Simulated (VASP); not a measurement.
# AlN in VASP: relaxation of the atoms with r2SCAN

Aim: the relaxation of the atoms of AlN with r2SCAN.

Everything below comes from runs of VASP 6.6.1. Logs are shortened: lines on timing, memory, paths and dates and some standing lists are left out, and cuts for length are marked.

### Step 1. The cell of the first run

The cell holds a slab with vacuum, 8 atoms: a = 3.107 Å, b = 3.107 Å, c = 25.057 Å, α = 90.00°, β = 90.00°, γ = 120.00°.

### Step 2. Relaxation of the atoms, r2SCAN

The input, POSCAR:

```
AlN
1.0
    3.1066653380      0.0000000000      0.0000000000
   -1.5533326690      2.6904511037      0.0000000000
    0.0000000000      0.0000000000     25.0569797326
N Al
4 4
Selective dynamics
Direct
    0.3333333333      0.6666666667      0.3392268378  F F F
    0.6666666667      0.3333333333      0.4385685162  F F F
    0.3333333333      0.6666666667      0.5379101947  T T T
    0.6666666667      0.3333333333      0.6372518731  T T T
    0.6666666667      0.3333333333      0.3627481269  F F F
    0.3333333333      0.6666666667      0.4620898053  F F F
    0.6666666667      0.3333333333      0.5614314838  T T T
    0.3333333333      0.6666666667      0.6607731622  T T T
```

The input, INCAR.step1:

```
ALGO = Normal
DIPOL = 0.5 0.5 0.500
EDIFF = 1E-4
ENCUT = 520
GGA = PE
IDIPOL = 3
ISMEAR = 0
LASPH = True
LCHARG = False
LDIPOL = True
LREAL = False
LWAVE = True
NELM = 60
PREC = Accurate
SIGMA = 0.05
```

The input, INCAR.step2:

```
ALGO = Normal
DIPOL = 0.5 0.5 0.500
EDIFF = 1E-7
EDIFFG = -0.03
ENCUT = 520
IBRION = 2
IDIPOL = 3
ISIF = 2
ISMEAR = 0
ISTART = 1
LASPH = True
LCHARG = False
LDIPOL = True
LMIXTAU = True
LREAL = False
LWAVE = False
METAGGA = R2SCAN
NELM = 60
NSW = 90
PREC = Accurate
SIGMA = 0.05
```

The input, KPOINTS:

```
k-points
0
Gamma
  9 9 1
```

Potentials or basis: VASP PAW PBE potentials, release 64 (N, Al).

The run is started by

```sh
$ cat potpaw_PBE.64/N/POTCAR potpaw_PBE.64/Al/POTCAR > POTCAR
$ cp INCAR.step1 INCAR
$ mpirun -np 1 vasp_std > vasp.out
$ cp INCAR.step2 INCAR
$ mpirun -np 1 vasp_std > vasp.out
```

OUTCAR:

```text
EDIFF = 1E-7
   EDIFFG = -0.03
   ENCUT = 520
   IBRION = 2
   ISIF = 2
   ISMEAR = 0
   ISTART = 1
   LASPH = True
   LREAL = False
   METAGGA = R2SCAN
   NELM = 60
   NSW = 90
   PREC = Accurate

 ion  position               nearest neighbor table
   1  0.333  0.667  0.339-   5 1.89   5 1.89   5 1.89
   2  0.667  0.333  0.439-   6 1.89   6 1.89   6 1.89   5 1.90
   3  0.333  0.667  0.538-   7 1.89   7 1.89   7 1.89   6 1.90
   4  0.667  0.333  0.637-   8 1.89   8 1.89   8 1.89   7 1.90
   5  0.667  0.333  0.363-   1 1.89   1 1.89   1 1.89   2 1.90   6 3.07   6 3.07   6 3.07
   6  0.333  0.667  0.462-   2 1.89   2 1.89   2 1.89   3 1.90   5 3.07   5 3.07   5 3.07   7 3.07
                             7 3.07   7 3.07
   7  0.667  0.333  0.561-   3 1.89   3 1.89   3 1.89   4 1.90   8 3.07   8 3.07   8 3.07   6 3.07
                             6 3.07   6 3.07
   8  0.333  0.667  0.661-   4 1.89   4 1.89   4 1.89   7 3.07   7 3.07   7 3.07

  LATTYP: Found a hexagonal cell.
 ALAT       =     3.1066653380
 C/A-ratio  =     8.0655548656

  Lattice vectors:

 A1 = (   3.1066653380,   0.0000000000,   0.0000000000)
 A2 = (  -1.5533326690,   2.6904511037,   0.0000000000)
 A3 = (   0.0000000000,   0.0000000000,  25.0569797326)

Analysis of symmetry for initial positions (statically):
=====================================================================
 Subroutine PRICEL returns:
 Original cell was already a primitive cell.

 Routine SETGRP: Setting up the symmetry group for a
 hexagonal supercell.

 Subroutine GETGRP returns: Found  6 space group operations
 (whereof  6 operations were pure point group operations)
 out of a pool of 24 trial point group operations.

The static configuration has the point symmetry C_3v.

Analysis of symmetry for dynamics (positions and initial velocities):
=====================================================================
 Subroutine PRICEL returns:
 Original cell was already a primitive cell.

 Routine SETGRP: Setting up the symmetry group for a
 hexagonal supercell.

 Subroutine GETGRP returns: Found  6 space group operations
 (whereof  6 operations were pure point group operations)
 out of a pool of 24 trial point group operations.

The dynamic configuration has the point symmetry C_3v.

Analysis of constrained symmetry for selective dynamics:
=====================================================================
 Subroutine PRICEL returns:
 Original cell was already a primitive cell.

 Routine SETGRP: Setting up the symmetry group for a
 hexagonal supercell.

 Subroutine GETGRP returns: Found  6 space group operations
 (whereof  6 operations were pure point group operations)
 out of a pool of 24 trial point group operations.

The constrained configuration has the point symmetry C_3v.

 Subroutine INISYM returns: Found  6 space group operations
 (whereof  6 operations are pure point group operations),
 and found     1 'primitive' translations

----------------------------------------------------------------------------------------

                                     Primitive cell

  volume of cell :     209.4345

  direct lattice vectors                    reciprocal lattice vectors
     3.106665338  0.000000000  0.000000000     0.321888550  0.185842441  0.000000000
    -1.553332669  2.690451104  0.000000000     0.000000000  0.371684882  0.000000000
     0.000000000  0.000000000 25.056979733     0.000000000  0.000000000  0.039909040

  length of vectors
     3.106665338  3.106665338 25.056979733     0.371684882  0.371684882  0.039909040

  position of ions in fractional coordinates (direct lattice)
     0.333333333  0.666666667  0.339226838
     0.666666667  0.333333333  0.438568516
     0.333333333  0.666666667  0.537910195
     0.666666667  0.333333333  0.637251873
     0.666666667  0.333333333  0.362748127
     0.333333333  0.666666667  0.462089805
     0.666666667  0.333333333  0.561431484
     0.333333333  0.666666667  0.660773162

  ion indices of the primitive-cell ions
   primitive index   ion index
                 1           1
                 2           2
                 3           3
                 4           4
                 5           5
                 6           6
                 7           7
                 8           8

----------------------------------------------------------------------------------------

 KPOINTS: k-points

Automatic generation of k-mesh.
 Grid dimensions read from file:
 generate k-points for:    9    9    1

 Generating k-lattice:

  Cartesian coordinates                     Fractional coordinates (reciprocal lattice)
     0.035765394  0.020649160  0.000000000     0.111111111 -0.000000000  0.000000000
     0.000000000  0.041298320  0.000000000     0.000000000  0.111111111  0.000000000
     0.000000000  0.000000000  0.039909040     0.000000000  0.000000000  1.000000000

  Length of vectors
     0.041298320  0.041298320  0.039909040

  Shift w.r.t. Gamma in fractional coordinates (k-lattice)
     0.000000000  0.000000000  0.000000000

 Subroutine IBZKPT returns following result:
 ===========================================

 Found     12 irreducible k-points:

 Following reciprocal coordinates:
            Coordinates               Weight
  0.000000  0.000000  0.000000      1.000000
  0.111111  0.000000  0.000000      6.000000
  0.222222  0.000000  0.000000      6.000000
  0.333333  0.000000  0.000000      6.000000
  0.444444  0.000000  0.000000      6.000000
  0.111111  0.111111  0.000000      6.000000
  0.222222  0.111111  0.000000     12.000000
  0.333333  0.111111  0.000000     12.000000
  0.444444  0.111111  0.000000      6.000000
  0.222222  0.222222  0.000000      6.000000
  0.333333  0.222222  0.000000     12.000000
  0.333333  0.333333  0.000000      2.000000
   k-points           NKPTS =     12   k-points in BZ     NKDIM =     12   number of bands    NBANDS=     21
   number of dos      NEDOS =    301   number of ions     NIONS =      8
   total plane-waves  NPLWV = 110592
   dimension x,y,z NGX =    24 NGY =   24 NGZ =  192
   dimension x,y,z NGXF=    48 NGYF=   48 NGZF=  384
   ions per type =               4   4
   NGX,Y,Z   is equivalent  to a cutoff of  12.84, 12.84, 12.74 a.u.
   NGXF,Y,Z  is equivalent  to a cutoff of  25.69, 25.69, 25.48 a.u.
 SYSTEM =  unknown system
   PREC   = accura    normal or accurate (medium, high low for compatibility)
   ISTART =      1    job   : 0-new  1-cont  2-samecut
   ICHARG =      0    charge: 1-file 2-atom 10-const
   ISPIN  =      1    spin polarized calculation?
   LNONCOLLINEAR =      F non collinear calculations
   LSORBIT =      F    spin-orbit coupling
   LASPH  =      T    aspherical Exc in radial PAW
   ENCUT  =  520.0 eV  38.22 Ry    6.18 a.u.   5.78  5.78 46.59*2*pi/ulx,y,z
   NELM   =     60;   NELMIN=  2; NELMDL=  0     # of ELM steps
   EDIFF  = 0.1E-06   stopping-criterion for ELM
   LREAL  =      F    real-space projection
   EDIFFG = -.3E-01   stopping-criterion for IOM
   NSW    =     90    number of steps for IOM
   IBRION =      2    ionic relax: 0-MD 1-quasi-New 2-CG
   NFREE  =      1    steps in history (QN), initial steepest desc. (CG)
   ISIF   =      2    stress and relaxation
   ISYM   =      2    0-nonsym 1-usesym 2-fastsym
   POTIM  = 0.5000    time-step for ionic-motion
   TEBEG  =    0.0;   TEEND  =   0.0 temperature during run
   PSTRESS=    0.0 pullay stress
   NELECT =      32.0000    total number of electrons
   NUPDOWN=      -1.0000    fix difference up-down
   EMIN   =  10.00;   EMAX   =-10.00  energy-range for DOS
   EFERMI =   0.00;   METHOD = LEGACY
   ISMEAR =     0;   SIGMA  =   0.05  broadening in eV -4-tet -1-fermi 0-gaus
   EFERMI_NEDOS =   21; number of points for ismear=-14 and -15
   IALGO  =     38    algorithm
   IMIX   =      4    mixing-type and parameters
     AMIX     =   0.40;   BMIX     =  1.00
     AMIX_MAG =   1.60;   BMIX_MAG =  1.00
  volume/ion in A,a.u.               =      26.18       176.67
  Fermi-wavevector in a.u.,A,eV,Ry     =   0.875203  1.653894 10.421791  0.765980
  Thomas-Fermi vector in A             =   1.994841
   LORBIT       =      0    0 simple, 1 ext, 2 COOP (PROOUT), +10 PAW based schemes
   METAGGA = R2SCAN    functional components
   LHFCALC =     F    Hartree Fock is set to
   AEXX    =    0.0000 exact exchange contribution
   IVDW    =     0    specifies the selected vdW correction
   LEPSILON=     F    determine dielectric tensor
   LRPA    =     F    only Hartree local field effects (RPA)
 conjugate gradient relaxation of ions
 non-spin polarized calculation
 Gauss-broadening in eV      SIGMA  =   0.05
  energy-cutoff  :      520.00
  volume of cell :      209.43
 maximum number of plane-waves:      5665
 NGX is ok and might be reduce to    24
   NGX = 11   NGY = 11   NGZ = 93

 dipolmoment           0.000000      0.000000      0.996343 electrons x Angstroem

--------------------------------------- Ionic step        1  -------------------------------------------

 number of electron      31.9999998 magnetization

 Free energy of the ion-electron system (eV)
  ---------------------------------------------------
  ext. energy  EPLUGINS =         0.00000000
  ---------------------------------------------------
  free energy    TOTEN  =       -72.50956691 eV

  energy without entropy =      -72.49782591  energy(sigma->0) =      -72.50369641

------------------------ aborting loop because EDIFF is reached ----------------------------------------

  FORCE on cell =-STRESS in cart. coord.  units (eV):
  Direction    XX          YY          ZZ          XY          YZ          ZX
  --------------------------------------------------------------------------------------
  -------------------------------------------------------------------------------------
  Total       -1.4419208     -1.4419208     -0.1398468      0.0000000      0.0000000      0.0000000
  in kB      -11.0307155    -11.0307155     -1.0698300      0.0000000      0.0000000      0.0000000
  external PRESSURE =      -7.7104203 kB  Pullay stress =       0.0000000 kB
[... 237 lines left out ...]
  energy  without entropy=      -72.5790959279  energy(sigma->0) =      -72.58371716

--------------------------------------- Ionic step        7  -------------------------------------------

 number of electron      31.9999998 magnetization

 dipolmoment           0.000000      0.000000     -0.176274 electrons x Angstroem

 Free energy of the ion-electron system (eV)
  ---------------------------------------------------
  ext. energy  EPLUGINS =         0.00000000
  ---------------------------------------------------
  free energy    TOTEN  =       -72.58839930 eV

  energy without entropy =      -72.57920922  energy(sigma->0) =      -72.58380426

 E-fermi :  -0.4048     XC(G=0):  -5.2463

 val. band max:       -0.4134136034   @ k =   0.1111   0.0000   0.0000
 cond. band min:      -0.3766283479   @ k =   0.2222   0.1111   0.0000
 fundamental gap:      0.0367852555
 Fermi energy:        -0.4048338909

 k-point     1 :       0.0000    0.0000    0.0000
  band No.  band energies     occupation
      1     -19.3983      2.00000
      2     -18.2986      2.00000
      3     -16.9665      2.00000
      4     -14.4159      2.00000
      5      -8.8945      2.00000
      6      -6.8279      2.00000
[... 277 lines left out ...]
     20       5.3734      0.00000
     21       5.4047      0.00000

------------------------ aborting loop because EDIFF is reached ----------------------------------------

 vacuum level on the upper side and lower side of the slab       (xc-potential included)        -1.866         1.870

  FORCE on cell =-STRESS in cart. coord.  units (eV):
  Direction    XX          YY          ZZ          XY          YZ          ZX
  --------------------------------------------------------------------------------------
  -------------------------------------------------------------------------------------
  Total       -0.4442339     -0.4442339     -1.3328610     -0.0000000      0.0000000      0.0000000
  in kB       -3.3983959     -3.3983959    -10.1964070     -0.0000000      0.0000000      0.0000000
  external PRESSURE =      -5.6643996 kB  Pullay stress =       0.0000000 kB

 VOLUME and BASIS-vectors are now :
 -----------------------------------------------------------------------------
  energy-cutoff  :      520.00
  volume of cell :      209.43
      direct lattice vectors                 reciprocal lattice vectors
     3.106665338  0.000000000  0.000000000     0.321888550  0.185842441  0.000000000
    -1.553332669  2.690451104  0.000000000     0.000000000  0.371684882  0.000000000
     0.000000000  0.000000000 25.056979733     0.000000000  0.000000000  0.039909040
[... 14 lines left out ...]
  FREE ENERGIE OF THE ION-ELECTRON SYSTEM (eV)
  ---------------------------------------------------
  free  energy   TOTEN  =       -72.5883992965 eV

  energy  without entropy=      -72.5792092220  energy(sigma->0) =      -72.58380426

 reached required accuracy - stopping structural energy minimisation

 vacuum level on the upper side and lower side of the slab         3.766         7.582
```

It took 65 min on 1 thread of Oxide Virtual Turin-like, shared host; peak memory 0.34 GiB.

What came out:

```
Free energy               : -72.5884 eV
Energy gained by relaxing : 9.9 meV/atom
Ionic steps               : 7
Band gap on the k mesh    : zero (bands 16 and 17 overlap by 0.40 eV)
```

The path:
```
step  energy change (eV)  largest force on free atoms (eV/Å)  pressure (GPa)
   1              0.0000                              1.3675           -0.77
   2             -0.0694                              0.5006           -0.69
   3             -0.0738                              0.2982           -0.73
   4             -0.0777                              0.1078           -0.63
   5             -0.0779                              0.1320           -0.60
   6             -0.0788                              0.0453           -0.58
   7             -0.0788                              0.0291           -0.57
```

Final structure:
```cif
data_structure
_symmetry_space_group_name_H-M 'P 1'
_symmetry_Int_Tables_number 1
_cell_length_a 3.1067
_cell_length_b 3.1067
_cell_length_c 25.0570
_cell_angle_alpha 90.000
_cell_angle_beta 90.000
_cell_angle_gamma 120.000
_cell_volume 209.43
loop_
_atom_site_label
_atom_site_type_symbol
_atom_site_fract_x
_atom_site_fract_y
_atom_site_fract_z
_atom_site_occupancy
N1 N 0.33333 0.66667 0.33923 1
N2 N 0.66667 0.33333 0.43857 1
N3 N 0.33333 0.66667 0.54029 1
N4 N 0.66667 0.33333 0.63879 1
Al1 Al 0.66667 0.33333 0.36275 1
Al2 Al 0.33333 0.66667 0.46209 1
Al3 Al 0.66667 0.33333 0.55979 1
Al4 Al 0.33333 0.66667 0.65936 1
```

Caveat: the PAW data sets were made with another functional, which shifts forces and pressure a little.

The gap in the log of VASP goes by the Fermi energy; the results here count the filled bands.